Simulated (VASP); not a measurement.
# O (P-3m1) in VASP: single point with LDA

Aim: the single point of O with LDA.

Program: VASP 6.6.1. These are calculated values, not measurements. Logs are shortened: lines on timing, memory, paths and dates and some standing lists are left out, and cuts for length are marked.

## Step 1: The cell of the first run

Symmetry: P-3m1, No. 164, trigonal system. Conventional cell: a = 3.017 Å, b = 3.017 Å, c = 7.575 Å, α = 90.00°, β = 90.00°, γ = 120.00°. Within 3.8 Å of O (site symmetry 3m) lie 12 O at 2.87 to 3.49 Å. Within 3.8 Å of O (site symmetry -3m) lie 12 O at 2.87 to 3.02 Å.

## Step 2: Single point, LDA

File INCAR:

```
PREC = Accurate
ENCUT = 520
EDIFF = 1E-6
ISMEAR = 1
SIGMA = 0.02
LREAL = False
LASPH = True
NELM = 100
ALGO = Normal
ISIF = 2
LWAVE = False
LCHARG = True
GGA = CA
LELF = True
LVHAR = True
NBANDS = 16
```

File KPOINTS:

```
Automatic mesh
0
Gamma
  7 7 3
```

File POSCAR:

```
O
1.0
    3.0174830000      0.0000000000      0.0000000000
   -1.5087410000      2.6132170000      0.0000000000
    0.0000000000      0.0000000000      7.5746360000
O
3
Direct
    0.3333333333      0.6666666667      0.1994540000
    0.6666666667      0.3333333333      0.8005460000
    0.0000000000      0.0000000000      0.5000000000
```

Potentials or basis: VASP PAW LDA potentials, release 64 (O).

Run with:

```bash
$ cat potpaw_LDA.64/O/POTCAR > POTCAR
$ mpirun -np 1 vasp_std > vasp.out
```

OUTCAR:

```text
PREC = Accurate
   ENCUT = 520
   EDIFF = 1E-6
   ISMEAR = 1
   LREAL = False
   LASPH = True
   NELM = 100
   ISIF = 2
   GGA = CA

 ion  position               nearest neighbor table
   1  0.333  0.667  0.199-
   2  0.667  0.333  0.801-
   3  0.000  0.000  0.500-

  LATTYP: Found a hexagonal cell.
 ALAT       =     3.0174830000
 C/A-ratio  =     2.5102497678

  Lattice vectors:

 A1 = (   3.0174830000,   0.0000000000,   0.0000000000)
 A2 = (  -1.5087410000,   2.6132170000,   0.0000000000)
 A3 = (   0.0000000000,   0.0000000000,   7.5746360000)

Analysis of symmetry for initial positions (statically):
=====================================================================
 Subroutine PRICEL returns:
 Original cell was already a primitive cell.

 Routine SETGRP: Setting up the symmetry group for a
 hexagonal supercell.

 Subroutine GETGRP returns: Found 12 space group operations
 (whereof 12 operations were pure point group operations)
 out of a pool of 24 trial point group operations.

The static configuration has the point symmetry D_3d.

Analysis of symmetry for dynamics (positions and initial velocities):
=====================================================================
 Subroutine PRICEL returns:
 Original cell was already a primitive cell.

 Routine SETGRP: Setting up the symmetry group for a
 hexagonal supercell.

 Subroutine GETGRP returns: Found 12 space group operations
 (whereof 12 operations were pure point group operations)
 out of a pool of 24 trial point group operations.

The dynamic configuration has the point symmetry D_3d.

 Subroutine INISYM returns: Found 12 space group operations
 (whereof 12 operations are pure point group operations),
 and found     1 'primitive' translations

----------------------------------------------------------------------------------------

                                     Primitive cell

  volume of cell :      59.7286

  direct lattice vectors                    reciprocal lattice vectors
     3.017483000  0.000000000  0.000000000     0.331402033  0.191334985  0.000000000
    -1.508741000  2.613217000  0.000000000     0.000000000  0.382670096  0.000000000
     0.000000000  0.000000000  7.574636000     0.000000000  0.000000000  0.132019545

  length of vectors
[... 77 lines left out ...]
   ENCUT  =  520.0 eV  38.22 Ry    6.18 a.u.   5.61  5.61 14.08*2*pi/ulx,y,z
   NELM   =    100;   NELMIN=  2; NELMDL= -5     # of ELM steps
   EDIFF  = 0.1E-05   stopping-criterion for ELM
   LREAL  =      F    real-space projection
   EDIFFG = 0.1E-04   stopping-criterion for IOM
   NSW    =      0    number of steps for IOM
   IBRION =     -1    ionic relax: 0-MD 1-quasi-New 2-CG
   NFREE  =      0    steps in history (QN), initial steepest desc. (CG)
   ISIF   =      2    stress and relaxation
   ISYM   =      2    0-nonsym 1-usesym 2-fastsym
   POTIM  = 0.5000    time-step for ionic-motion
   TEBEG  =    0.0;   TEEND  =   0.0 temperature during run
   PSTRESS=    0.0 pullay stress
   NELECT =      18.0000    total number of electrons
   NUPDOWN=      -1.0000    fix difference up-down
   EMIN   =  10.00;   EMAX   =-10.00  energy-range for DOS
   EFERMI =   0.00;   METHOD = LEGACY
   ISMEAR =     1;   SIGMA  =   0.02  broadening in eV -4-tet -1-fermi 0-gaus
   EFERMI_NEDOS =   21; number of points for ismear=-14 and -15
   IALGO  =     38    algorithm
   IMIX   =      4    mixing-type and parameters
     AMIX     =   0.40;   BMIX     =  1.00
     AMIX_MAG =   1.60;   BMIX_MAG =  1.00
  volume/ion in A,a.u.               =      19.91       134.36
  Fermi-wavevector in a.u.,A,eV,Ry     =   1.097585  2.074136 16.390852  1.204694
  Thomas-Fermi vector in A             =   2.233948
   LORBIT       =      0    0 simple, 1 ext, 2 COOP (PROOUT), +10 PAW based schemes
   GGA     = CA    functional components
   LHFCALC =     F    Hartree Fock is set to
   AEXX    =    0.0000 exact exchange contribution
   IVDW    =     0    specifies the selected vdW correction
   LEPSILON=     F    determine dielectric tensor
   LRPA    =     F    only Hartree local field effects (RPA)
 non-spin polarized calculation
 Methfessel and Paxton  Order N= 1 SIGMA  =   0.02
  energy-cutoff  :      520.00
  volume of cell :       59.73
 maximum number of plane-waves:      1636
 NGX is ok and might be reduce to    24
   NGX = 11   NGY = 11   NGZ = 29

 number of electron      18.0000009 magnetization

 Free energy of the ion-electron system (eV)
  ---------------------------------------------------
  ext. energy  EPLUGINS =         0.00000000
  ---------------------------------------------------
  free energy    TOTEN  =        -4.05836780 eV

  energy without entropy =       -4.05854692  energy(sigma->0) =       -4.05842750

 E-fermi :  -5.4865     XC(G=0):  -8.1487

 val. band max:       -5.5046898981   @ k =   0.0000   0.2857   0.3333
 cond. band min:      -5.4838846479   @ k =   0.1429   0.1429   0.3333
 fundamental gap:      0.0208052502
 Fermi energy:        -5.4864912497

 k-point     1 :       0.0000    0.0000    0.0000
  band No.  band energies     occupation
      1     -21.1950      2.00000
      2     -20.7360      2.00000
      3     -20.5173      2.00000
      4      -7.0525      2.00000
      5      -6.4906      2.00000
      6      -5.2978     -0.00000
[... 357 lines left out ...]
      3     -20.2789      2.00000
      4      -6.9157      2.00000
      5      -6.8694      2.00000
      6      -6.5231      2.00000
[... 8 lines left out ...]
     15       9.6636      0.00000
     16      10.5343      0.00000

------------------------ aborting loop because EDIFF is reached ----------------------------------------

  FORCE on cell =-STRESS in cart. coord.  units (eV):
  Direction    XX          YY          ZZ          XY          YZ          ZX
  --------------------------------------------------------------------------------------
  -------------------------------------------------------------------------------------
  Total       -5.7810161     -5.7810164     -6.2425961     -0.0000011     -0.0000000     -0.0000000
  in kB     -155.0717509   -155.0717588   -167.4533121     -0.0000297     -0.0000000     -0.0000000
  external PRESSURE =    -159.1989406 kB  Pullay stress =       0.0000000 kB

 VOLUME and BASIS-vectors are now :
 -----------------------------------------------------------------------------
  energy-cutoff  :      520.00
  volume of cell :       59.73
      direct lattice vectors                 reciprocal lattice vectors
     3.017483000  0.000000000  0.000000000     0.331402033  0.191334985  0.000000000
    -1.508741000  2.613217000  0.000000000     0.000000000  0.382670096  0.000000000
     0.000000000  0.000000000  7.574636000     0.000000000  0.000000000  0.132019545

 POSITION                                       TOTAL-FORCE (eV/Angst)
 -----------------------------------------------------------------------------------
      0.00000      1.74214      1.51079        -0.000000      0.000000      1.035290
      1.50874      0.87107      6.06384         0.000000      0.000000     -1.035290
      0.00000      0.00000      3.78732         0.000000      0.000000      0.000000
 -----------------------------------------------------------------------------------
    total drift:                                0.000000      0.000000      0.000000

  FREE ENERGIE OF THE ION-ELECTRON SYSTEM (eV)
  ---------------------------------------------------
  free  energy   TOTEN  =        -4.0583677955 eV

  energy  without entropy=       -4.0585469162  energy(sigma->0) =       -4.05842750
```

stdout:

```text
POSCAR found type information on POSCAR O
 POSCAR found :  1 types and       3 ions
 scaLAPACK will be used
 LDA part: xc-table for (Slater(with rela. corr.)+CA(PZ))
 , standard interpolation
 POSCAR, INCAR and KPOINTS ok, starting setup
 FFT: planning ... GRIDC
 FFT: planning ... GRID_SOFT
 FFT: planning ... GRID
 WAVECAR not read
 entering main loop
```

Wall time 15 s (1 thread of AMD EPYC 9R45 (Zen 5), shared host); peak memory 0.12 GiB.

What came out:

```yaml
Free_energy: -4.0584 eV
Pressure: -15.9 GPa
Largest_force: 1.035 eV/Å
Band_gap_on_the_k_mesh: zero (band 9 reaches -5.13 eV, above the bottom of band 10 at -5.63 eV)
```

Forces on the atoms (eV/Å):
```
O    0.000  0.000  1.035
O    0.000  0.000 -1.035
O    0.000  0.000  0.000
```

Levels at points of the mesh, in eV from the Fermi level:
```csv
k point,band 7,band 8,band 9,band 10,band 11,band 12
"(0.00, 0.00, 0.00)",0.19,0.34,0.34,0.41,0.45,0.45
```

Caveat: forces of over 1 eV/Å act on the atoms, so gaps and moduli don't describe the material at rest.
